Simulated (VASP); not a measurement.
# KI (Cmcm) in VASP: single point with PBEsol

Aim: the single point of KI with PBEsol.

Everything below comes from runs of VASP 6.6.1. Logs are shortened: lines on timing, memory, paths and dates and some standing lists are left out, and cuts for length are marked.

## (1) The cell of the first run

Symmetry: Cmcm, No. 63, orthorhombic system. Conventional cell: a = 5.025 Å, b = 8.510 Å, c = 8.677 Å, α = 90.00°, β = 90.00°, γ = 90.00°. K (site symmetry 2/m) has 6 I at 3.59 to 3.62 Å and 2 K at 4.34 Å within 4.7 Å. I (site symmetry m2m) has 6 K at 3.59 to 3.62 Å within 4.7 Å.

## (2) Single point, PBEsol

Input file INCAR:

```
SYSTEM = KI
PREC = Accurate
ENCUT = 520
EDIFF = 1E-6
ISMEAR = 0
SIGMA = 0.01
LREAL = .False.
LASPH = .True.
NELM = 100
ALGO = Normal
ISIF = 2
LWAVE = .False.
LCHARG = .True.
GGA = PS
LELF = .True.
LVHAR = .True.
NBANDS = 24
```

Input file KPOINTS:

```
Automatic mesh
0
Gamma
  4 4 2
  0 0 0
```

Input file POSCAR:

```
KI
1.0
    4.9417020000      0.0000000000      0.0000000000
   -2.3865255686      4.3272294101      0.0000000000
    0.0000000000      0.0000000000      8.6765890000
K I
2 2
Direct
    0.5000000000      0.5000000000      0.5000000000
    0.5000000000      0.5000000000      0.0000000000
    0.8402300000      0.1597700000      0.2500000000
    0.1597700000      0.8402300000      0.7500000000
```

Potentials or basis: VASP PAW PBE potentials, release 64 (K_sv, I).

The run is started by

```
$ cat potpaw_PBE.64/K_sv/POTCAR potpaw_PBE.64/I/POTCAR > POTCAR
$ mpirun -np 1 vasp_std > vasp.out
```

OUTCAR:

```text
SYSTEM = KI
   PREC = Accurate
   ENCUT = 520
   EDIFF = 1E-6
   ISMEAR = 0
   LREAL = .False.
   LASPH = .True.
   NELM = 100
   ISIF = 2
   GGA = PS

 ion  position               nearest neighbor table
   1  0.500  0.500  0.500-   4 3.59   3 3.59   4 3.59   3 3.59   3 3.62   4 3.62
   2  0.500  0.500  0.000-   4 3.59   3 3.59   4 3.59   3 3.59   3 3.62   4 3.62
   3  0.840  0.160  0.250-   1 3.59   2 3.59   1 3.59   2 3.59   1 3.62   2 3.62
   4  0.160  0.840  0.750-   1 3.59   2 3.59   1 3.59   2 3.59   1 3.62   2 3.62

  LATTYP: Found a base centered orthorhombic cell.
 ALAT       =     5.0253199862
 B/A-ratio  =     1.6935149201
 C/A-ratio  =     1.7265744319

  Lattice vectors:

 A1 = (   4.9417020000,   0.0000000000,   0.0000000000)
 A2 = (  -2.3865255686,   4.3272294101,   0.0000000000)
 A3 = (   0.0000000000,   0.0000000000,   8.6765890000)

Analysis of symmetry for initial positions (statically):
=====================================================================
 Subroutine PRICEL returns:
 Original cell was already a primitive cell.

 Routine SETGRP: Setting up the symmetry group for a
 base centered orthorhombic supercell.

 Subroutine GETGRP returns: Found  8 space group operations
 (whereof  4 operations were pure point group operations)
 out of a pool of  8 trial point group operations.

The static configuration has the point symmetry C_2h.
 The point group associated with its full space group is D_2h.

Analysis of symmetry for dynamics (positions and initial velocities):
=====================================================================
 Subroutine PRICEL returns:
 Original cell was already a primitive cell.

 Routine SETGRP: Setting up the symmetry group for a
 base centered orthorhombic supercell.

 Subroutine GETGRP returns: Found  8 space group operations
 (whereof  4 operations were pure point group operations)
 out of a pool of  8 trial point group operations.

The dynamic configuration has the point symmetry C_2h.
 The point group associated with its full space group is D_2h.

 Subroutine INISYM returns: Found  8 space group operations
 (whereof  4 operations are pure point group operations),
 and found     1 'primitive' translations

----------------------------------------------------------------------------------------

                                     Primitive cell

  volume of cell :     185.5391

  direct lattice vectors                    reciprocal lattice vectors
[... 80 lines left out ...]
   EDIFF  = 0.1E-05   stopping-criterion for ELM
   LREAL  =      F    real-space projection
   EDIFFG = 0.1E-04   stopping-criterion for IOM
   NSW    =      0    number of steps for IOM
   IBRION =     -1    ionic relax: 0-MD 1-quasi-New 2-CG
   NFREE  =      0    steps in history (QN), initial steepest desc. (CG)
   ISIF   =      2    stress and relaxation
   ISYM   =      2    0-nonsym 1-usesym 2-fastsym
   POTIM  = 0.5000    time-step for ionic-motion
   TEBEG  =    0.0;   TEEND  =   0.0 temperature during run
   PSTRESS=    0.0 pullay stress
   NELECT =      32.0000    total number of electrons
   NUPDOWN=      -1.0000    fix difference up-down
   EMIN   =  10.00;   EMAX   =-10.00  energy-range for DOS
   EFERMI =   0.00;   METHOD = LEGACY
   ISMEAR =     0;   SIGMA  =   0.01  broadening in eV -4-tet -1-fermi 0-gaus
   EFERMI_NEDOS =   21; number of points for ismear=-14 and -15
   IALGO  =     38    algorithm
   IMIX   =      4    mixing-type and parameters
     AMIX     =   0.40;   BMIX     =  1.00
     AMIX_MAG =   1.60;   BMIX_MAG =  1.00
  volume/ion in A,a.u.               =      46.38       313.02
  Fermi-wavevector in a.u.,A,eV,Ry     =   0.911268  1.722048 11.298416  0.830410
  Thomas-Fermi vector in A             =   2.035528
   LORBIT       =      0    0 simple, 1 ext, 2 COOP (PROOUT), +10 PAW based schemes
   GGA     = PS    functional components
   LHFCALC =     F    Hartree Fock is set to
   AEXX    =    0.0000 exact exchange contribution
   IVDW    =     0    specifies the selected vdW correction
   LEPSILON=     F    determine dielectric tensor
   LRPA    =     F    only Hartree local field effects (RPA)
 non-spin polarized calculation
 Gauss-broadening in eV      SIGMA  =   0.01
  energy-cutoff  :      520.00
  volume of cell :      185.54
 maximum number of plane-waves:      5034
 NGX is ok and might be reduce to    40
   NGX = 19   NGY = 19   NGZ = 33

 number of electron      31.9999999 magnetization

 Free energy of the ion-electron system (eV)
  ---------------------------------------------------
  ext. energy  EPLUGINS =         0.00000000
  ---------------------------------------------------
  free energy    TOTEN  =       -11.52419363 eV

  energy without entropy =      -11.52419363  energy(sigma->0) =      -11.52419363

 E-fermi :  -0.5187     XC(G=0):  -7.1303

 val. band max:       -0.6562849789   @ k =   0.0000   0.0000   0.0000
 cond. band min:       2.9535156915   @ k =   0.0000   0.0000   0.0000
 fundamental gap:      3.6098006704
 Fermi energy:        -0.5186879098

 k-point     1 :       0.0000    0.0000    0.0000
  band No.  band energies     occupation
      1     -29.2325      2.00000
      2     -29.2282      2.00000
      3     -12.9292      2.00000
      4     -12.7803      2.00000
      5     -12.7775      2.00000
      6     -12.7695      2.00000
[... 367 lines left out ...]
     23       7.3160      0.00000
     24       7.3160      0.00000

------------------------ aborting loop because EDIFF is reached ----------------------------------------

  FORCE on cell =-STRESS in cart. coord.  units (eV):
  Direction    XX          YY          ZZ          XY          YZ          ZX
  --------------------------------------------------------------------------------------
  -------------------------------------------------------------------------------------
  Total       -0.8020390     -0.8406530     -0.8299320     -0.0350073      0.0000000     -0.0000000
  in kB       -6.9258099     -7.2592513     -7.1666733     -0.3022967      0.0000000     -0.0000000
  external PRESSURE =      -7.1172449 kB  Pullay stress =       0.0000000 kB

 VOLUME and BASIS-vectors are now :
 -----------------------------------------------------------------------------
  energy-cutoff  :      520.00
  volume of cell :      185.54
      direct lattice vectors                 reciprocal lattice vectors
     4.941702000  0.000000000  0.000000000     0.202359430  0.111603964  0.000000000
    -2.386525569  4.327229410  0.000000000     0.000000000  0.231094750  0.000000000
     0.000000000  0.000000000  8.676589000     0.000000000  0.000000000  0.115252664

 POSITION                                       TOTAL-FORCE (eV/Angst)
 -----------------------------------------------------------------------------------
      1.27759      2.16361      4.33829         0.000000      0.000000     -0.000000
      1.27759      2.16361      0.00000         0.000000      0.000000     -0.000000
      3.77087      0.69136      2.16915        -0.025664      0.015154     -0.000000
     -1.21569      3.63587      6.50744         0.025664     -0.015154      0.000000
 -----------------------------------------------------------------------------------
    total drift:                               -0.000000     -0.000000     -0.000000

  FREE ENERGIE OF THE ION-ELECTRON SYSTEM (eV)
  ---------------------------------------------------
  free  energy   TOTEN  =       -11.5241936271 eV

  energy  without entropy=      -11.5241936271  energy(sigma->0) =      -11.52419363
```

Run time: 1.8 min. Hardware: 1 thread of AMD EPYC 7R13 (Zen 3), shared host; peak memory 0.3 GiB.

Results:

```yaml
Free_energy: -11.5242 eV
Pressure: -0.7 GPa
Largest_force: 0.030 eV/Å
Band_gap_on_the_k_mesh: 3.61 eV, direct
```

Forces in eV/Å, atoms in the order of the input:
```
K    0.000  0.000  0.000
K    0.000  0.000  0.000
I   -0.026  0.015  0.000
I    0.026 -0.015  0.000
```

Levels at points of the mesh, in eV from the valence-band top:
```tsv
k point	band 12	band 13	band 14	band 15	band 16	band 17	band 18	band 19	band 20	band 21
(0.00, 0.00, 0.00)	-0.31	-0.25	-0.21	-0.06	0.00	3.61	5.32	5.60	6.54	6.69
(0.50, 0.00, 0.00)	-0.91	-0.69	-0.56	-0.34	-0.34	5.01	5.58	5.58	6.72	7.43
(0.50, 0.50, 0.00)	-0.91	-0.63	-0.62	-0.42	-0.40	4.94	5.61	5.75	6.71	7.22
(0.00, 0.00, 0.50)	-0.86	-0.19	-0.19	-0.13	-0.13	4.68	4.68	6.20	6.20	6.88
(0.50, 0.00, 0.50)	-1.18	-0.52	-0.52	-0.34	-0.34	5.43	5.43	5.57	5.57	7.89
(0.50, 0.50, 0.50)	-1.18	-0.50	-0.50	-0.41	-0.41	5.38	5.38	5.58	5.58	7.89
```

Caveat: the PAW data sets were made with another functional, which shifts forces and pressure a little; spin-orbit coupling is left out, which moves the levels of the heavy elements.
